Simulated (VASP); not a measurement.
**Mg: single point with LDA**

The system is Mg.

```xyz
1
Lattice="-1.4896 1.4896 1.4896 1.4896 -1.4896 1.4896 1.4896 1.4896 -1.4896" Properties=species:S:1:pos:R:3 pbc="T T T"
Mg    0.0000    0.0000    0.0000
```

| Item | Value |
| --- | --- |
| Program | VASP 6.6.1 |
| Task | single point |
| Functional | LDA |
| Potentials or basis | VASP PAW LDA potentials, release 64 (Mg) |
| Cutoff | 520 eV |
| k mesh | 20 × 20 × 20 |
| Occupations | gaussian, width 0.1 eV |
| Spin | no spin polarisation |
| Dipole correction | no |
| Further INCAR settings | ALGO = Normal; EDIFF = 1e-06; NBANDS = 7 |

```
Pressure               : 50.3 GPa
Band gap on the k mesh : zero (band 1 reaches 10.11 eV, above the bottom of band 2 at 5.22 eV)
```

Levels at points of the mesh, in eV from the Fermi level:
| k point | band 1 | band 2 | band 3 | band 4 | band 5 | band 6 |
| --- | --- | --- | --- | --- | --- | --- |
| (0.00, 0.00, 0.00) | -9.70 | 17.00 | 17.00 | 17.00 | 19.83 | 19.83 |
| (0.50, 0.00, 0.00) | -2.31 | -0.98 | 10.65 | 14.37 | 14.54 | 16.96 |
| (0.50, 0.50, 0.50) | 3.92 | 3.92 | 5.92 | 5.92 | 5.92 | 14.91 |

Run time: 12 s on 1 thread of Intel Xeon 6975P-C, on a shared host, peak memory 0.13 GiB.
